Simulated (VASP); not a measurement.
# Be in VASP: a series of runs

Aim: see how the results for Be move with the level of theory and the settings. Levels: PBE, LDA, revPBE, BLYP. Tasks: single point, relaxation of cell and atoms.

Everything below comes from runs of VASP 6.6.1. Logs are shortened: lines on timing, memory, paths and dates and some standing lists are left out, and cuts for length are marked.

## 1. The cell of the first run

It takes space group Im-3m (No. 229, cubic). Conventional cell: a = 2.506 Å, b = 2.506 Å, c = 2.506 Å, α = 90.00°, β = 90.00°, γ = 90.00°. Be (site symmetry m-3m) has 14 Be at 2.17 to 2.51 Å within 2.9 Å.

## 2. Single point, PBE

The input, INCAR:

```
SYSTEM = Be
ALGO     = Fast           ! electronic algorithm
EDIFF    = 1E-7           ! SCF threshold, eV
ENCUT    = 520            ! plane-wave cutoff, eV
GGA      = PE             ! functional
ISIF     = 2              ! what is computed and relaxed
ISMEAR   = 0              ! smearing method
LASPH    = .TRUE.         ! aspherical terms in the spheres
LCHARG   = .TRUE.         ! write CHGCAR
LELF     = .TRUE.         ! ELF
LREAL    = .FALSE.        ! projectors in reciprocal space
LVHAR    = .TRUE.       
LWAVE    = .FALSE.        ! write WAVECAR
NBANDS   = 7              ! bands
NELM     = 80             ! most SCF steps
PREC     = Accurate       ! precision mode
SIGMA    = 0.05           ! smearing width, eV
```

The input, KPOINTS:

```
k-points
0
G
  15 15 15
  0 0 0
```

The input, POSCAR:

```
Be
1.0
   -1.2531209513      1.2531209513      1.2531209513
    1.2531209513     -1.2531209513      1.2531209513
    1.2531209513      1.2531209513     -1.2531209513
Be
1
Direct
    0.0000000000      0.0000000000      0.0000000000
```

Potentials or basis: VASP PAW PBE potentials, release 64 (Be).

Command:

```
cat potpaw_PBE.64/Be/POTCAR > POTCAR
mpirun -np 1 vasp_std > vasp.out
```

OUTCAR:

```text
SYSTEM = Be
   EDIFF = 1E-7
   ENCUT = 520
   GGA = PE
   ISIF = 2
   ISMEAR = 0
   LASPH = .TRUE.
   LREAL = .FALSE.
   NELM = 80
   PREC = Accurate

 ion  position               nearest neighbor table
   1  0.000  0.000  0.000-

  LATTYP: Found a body centered cubic cell.
 ALAT       =     2.5062419026

  Lattice vectors:

 A1 = (  -1.2531209513,   1.2531209513,   1.2531209513)
 A2 = (   1.2531209513,  -1.2531209513,   1.2531209513)
 A3 = (   1.2531209513,   1.2531209513,  -1.2531209513)

Analysis of symmetry for initial positions (statically):
=====================================================================
 Subroutine PRICEL returns:
 Original cell was already a primitive cell.

 Routine SETGRP: Setting up the symmetry group for a
 body centered cubic supercell.

 Subroutine GETGRP returns: Found 48 space group operations
 (whereof 48 operations were pure point group operations)
 out of a pool of 48 trial point group operations.

The static configuration has the point symmetry O_h .

Analysis of symmetry for dynamics (positions and initial velocities):
=====================================================================
 Subroutine PRICEL returns:
 Original cell was already a primitive cell.

 Routine SETGRP: Setting up the symmetry group for a
 body centered cubic supercell.

 Subroutine GETGRP returns: Found 48 space group operations
 (whereof 48 operations were pure point group operations)
 out of a pool of 48 trial point group operations.

The dynamic configuration has the point symmetry O_h .

 Subroutine INISYM returns: Found 48 space group operations
 (whereof 48 operations are pure point group operations),
 and found     1 'primitive' translations

----------------------------------------------------------------------------------------

                                     Primitive cell

  volume of cell :       7.8712

  direct lattice vectors                    reciprocal lattice vectors
    -1.253120951  1.253120951  1.253120951     0.000000000  0.399003783  0.399003783
     1.253120951 -1.253120951  1.253120951     0.399003783  0.000000000  0.399003783
     1.253120951  1.253120951 -1.253120951     0.399003783  0.399003783  0.000000000

  length of vectors
     2.170469156  2.170469156  2.170469156     0.564276561  0.564276561  0.564276561

  position of ions in fractional coordinates (direct lattice)
     0.000000000  0.000000000  0.000000000
[... 71 lines left out ...]
   LNONCOLLINEAR =      F non collinear calculations
   LSORBIT =      F    spin-orbit coupling
   LASPH  =      T    aspherical Exc in radial PAW
   ENCUT  =  520.0 eV  38.22 Ry    6.18 a.u.   4.04  4.04  4.04*2*pi/ulx,y,z
   NELM   =     80;   NELMIN=  2; NELMDL= -5     # of ELM steps
   EDIFF  = 0.1E-06   stopping-criterion for ELM
   LREAL  =      F    real-space projection
   EDIFFG = 0.1E-05   stopping-criterion for IOM
   NSW    =      0    number of steps for IOM
   IBRION =     -1    ionic relax: 0-MD 1-quasi-New 2-CG
   NFREE  =      0    steps in history (QN), initial steepest desc. (CG)
   ISIF   =      2    stress and relaxation
   ISYM   =      2    0-nonsym 1-usesym 2-fastsym
   POTIM  = 0.5000    time-step for ionic-motion
   TEBEG  =    0.0;   TEEND  =   0.0 temperature during run
   PSTRESS=    0.0 pullay stress
   NELECT =       2.0000    total number of electrons
   NUPDOWN=      -1.0000    fix difference up-down
   EMIN   =  10.00;   EMAX   =-10.00  energy-range for DOS
   EFERMI =   0.00;   METHOD = LEGACY
   ISMEAR =     0;   SIGMA  =   0.05  broadening in eV -4-tet -1-fermi 0-gaus
   EFERMI_NEDOS =   21; number of points for ismear=-14 and -15
   IALGO  =     68    algorithm
   IMIX   =      4    mixing-type and parameters
     AMIX     =   0.40;   BMIX     =  1.00
     AMIX_MAG =   1.60;   BMIX_MAG =  1.00
  volume/ion in A,a.u.               =       7.87        53.12
  Fermi-wavevector in a.u.,A,eV,Ry     =   1.036904  1.959464 14.628572  1.075170
  Thomas-Fermi vector in A             =   2.171317
   LORBIT       =      0    0 simple, 1 ext, 2 COOP (PROOUT), +10 PAW based schemes
   GGA     = PE    functional components
   LHFCALC =     F    Hartree Fock is set to
   AEXX    =    0.0000 exact exchange contribution
   IVDW    =     0    specifies the selected vdW correction
   LEPSILON=     F    determine dielectric tensor
   LRPA    =     F    only Hartree local field effects (RPA)
 non-spin polarized calculation
 RMM-DIIS sequential band-by-band and
 Gauss-broadening in eV      SIGMA  =   0.05
  energy-cutoff  :      520.00
  volume of cell :        7.87
 maximum number of plane-waves:       236
   NGX =  7   NGY =  7   NGZ =  7

 number of electron       2.0000000 magnetization

 Free energy of the ion-electron system (eV)
  ---------------------------------------------------
  ext. energy  EPLUGINS =         0.00000000
  ---------------------------------------------------
  free energy    TOTEN  =        -3.66495419 eV

  energy without entropy =       -3.66476387  energy(sigma->0) =       -3.66485903

 E-fermi :   7.8251     XC(G=0): -10.6268

 val. band max:        7.7683178155   @ k =  -0.3333  -0.4000   0.0667
 cond. band min:       7.8291211841   @ k =   0.2667   0.2667   0.2000
 fundamental gap:      0.0608033686
 Fermi energy:         7.8251058663

 k-point     1 :       0.0000    0.0000    0.0000
  band No.  band energies     occupation
      1      -4.3149      2.00000
      2      27.2626      0.00000
      3      27.2626      0.00000
      4      27.2626      0.00000
      5      38.6199      0.00000
      6      38.6199      0.00000
      7      38.6199      0.00000
[... 221 lines left out ...]
 k-point    24 :       0.4000    0.2000   -0.0000
  band No.  band energies     occupation
      1       4.1006      2.00000
      2       8.2795      0.00000
      3      15.5170      0.00000
      4      21.1515      0.00000
      5      34.5206      0.00000
      6      36.7322      0.00000
      7      41.8135      0.00000

 [... further k-points ...]
[... 5 lines left out ...]
  --------------------------------------------------------------------------------------
  -------------------------------------------------------------------------------------
  Total       -0.0342266     -0.0342266     -0.0342266     -0.0000000      0.0000000     -0.0000000
  in kB       -6.9668365     -6.9668365     -6.9668365     -0.0000000      0.0000000     -0.0000000
  external PRESSURE =      -6.9668365 kB  Pullay stress =       0.0000000 kB

 VOLUME and BASIS-vectors are now :
 -----------------------------------------------------------------------------
  energy-cutoff  :      520.00
  volume of cell :        7.87
      direct lattice vectors                 reciprocal lattice vectors
    -1.253120951  1.253120951  1.253120951     0.000000000  0.399003783  0.399003783
     1.253120951 -1.253120951  1.253120951     0.399003783  0.000000000  0.399003783
     1.253120951  1.253120951 -1.253120951     0.399003783  0.399003783  0.000000000

 POSITION                                       TOTAL-FORCE (eV/Angst)
 -----------------------------------------------------------------------------------
      0.00000      0.00000      0.00000         0.000000      0.000000      0.000000
 -----------------------------------------------------------------------------------
    total drift:                               -0.000000     -0.000000     -0.000000

  FREE ENERGIE OF THE ION-ELECTRON SYSTEM (eV)
  ---------------------------------------------------
  free  energy   TOTEN  =        -3.6649541892 eV

  energy  without entropy=       -3.6647638708  energy(sigma->0) =       -3.66485903
```

OSZICAR:

```text
N       E                     dE             d eps       ncg     rms          rms(c)
DAV:   1    -0.245353473407E+01   -0.24535E+01   -0.11416E+03  1827   0.237E+02
DAV:   2    -0.369259216802E+01   -0.12391E+01   -0.11863E+01  2317   0.254E+01
DAV:   3    -0.369481543071E+01   -0.22233E-02   -0.22217E-02  1918   0.937E-01
DAV:   4    -0.369481579719E+01   -0.36648E-06   -0.36645E-06  2485   0.119E-02
DAV:   5    -0.369481579742E+01   -0.22219E-09   -0.27308E-10  2009   0.561E-05    0.782E-01
RMM:   6    -0.367340107238E+01    0.21415E-01   -0.19250E-03  1681   0.451E-01    0.482E-01
RMM:   7    -0.366497481749E+01    0.84263E-02   -0.21685E-03  1736   0.457E-01    0.187E-02
RMM:   8    -0.366495396772E+01    0.20850E-04   -0.86183E-05  1834   0.845E-02    0.727E-03
RMM:   9    -0.366495473381E+01   -0.76609E-06   -0.33480E-06  1902   0.124E-02    0.237E-03
RMM:  10    -0.366495444777E+01    0.28604E-06   -0.18051E-07  1837   0.413E-03    0.872E-04
RMM:  11    -0.366495421974E+01    0.22804E-06   -0.25203E-08  1640   0.109E-03    0.213E-04
RMM:  12    -0.366495418918E+01    0.30556E-07   -0.19930E-09  1359   0.507E-04
   1 F= -.36649542E+01 E0= -.36648590E+01  d E =-.190318E-03
```

Wall time 2.8 s (1 thread of Intel Xeon Platinum 8488C (Sapphire Rapids), shared host); peak memory 0.11 GiB.

Results:

```yaml
Free_energy: -3.6650 eV
Pressure: -0.7 GPa
Band_gap_on_the_k_mesh: zero (band 1 reaches 10.98 eV, above the bottom of band 2 at 6.57 eV)
```

## 3. Relaxation of cell and atoms, LDA

The input, INCAR:

```
SYSTEM = Be
PREC = Accurate
ENCUT = 600
EDIFF = 1E-6
ISMEAR = 0
SIGMA = 0.01
LREAL = .FALSE.
LASPH = .TRUE.
NELM = 60
ALGO = Normal
ISIF = 3
LWAVE = .FALSE.
LCHARG = .FALSE.
IBRION = 2
NSW = 80
EDIFFG = -0.02
```

The input, KPOINTS:

```
regular mesh
0
G
  15 15 15
  0 0 0
```

POSCAR is that of step 2.

Potentials or basis: VASP PAW LDA potentials, release 64 (Be).

Command:

```
cat potpaw_LDA.64/Be/POTCAR > POTCAR
mpirun -np 1 vasp_std > vasp.out
```

Run time: 4.3 s. Hardware: 1 thread of Intel Xeon Platinum 8488C (Sapphire Rapids), shared host; peak memory 0.12 GiB.

The run converged. Its results:

- Free energy: -4.1119 eV
- Relaxed volume: 7.49 Å³/atom
- Relaxed cell: a = 2.134 Å, b = 2.134 Å, c = 2.134 Å, α = 109.47°, β = 109.47°, γ = 109.47°
- Space group after relaxing (to 0.05 Å): Im-3m (No. 229)
- Energy gained by relaxing: 7.7 meV/atom
- Ionic steps: 3
- Pressure after relaxing: 0.0 GPa
- Band gap on the k mesh: zero (band 1 reaches 11.20 eV, above the bottom of band 2 at 6.67 eV)

The path:
| step | energy change (eV) | largest force (eV/Å) | pressure (GPa) | volume (Å³) |
| --- | --- | --- | --- | --- |
| 1 | 0.0000 | 0.0000 | -6.13 | 7.87 |
| 2 | -0.0075 | 0.0000 | -0.84 | 7.53 |
| 3 | -0.0077 | 0.0000 | -0.01 | 7.49 |

Final structure:
```xyz
1
Lattice="-1.2323 1.2323 1.2323 1.2323 -1.2323 1.2323 1.2323 1.2323 -1.2323" Properties=species:S:1:pos:R:3 pbc="T T T"
Be    0.0000    0.0000    0.0000
```

Levels at points of the mesh, in eV from the Fermi level:
| k point | band 1 | band 2 | band 3 | band 4 | band 5 |
| --- | --- | --- | --- | --- | --- |
| (0.00, 0.00, 0.00) | -12.25 | 19.91 | 19.91 | 19.91 | 31.86 |

[end of part 1 of 2]
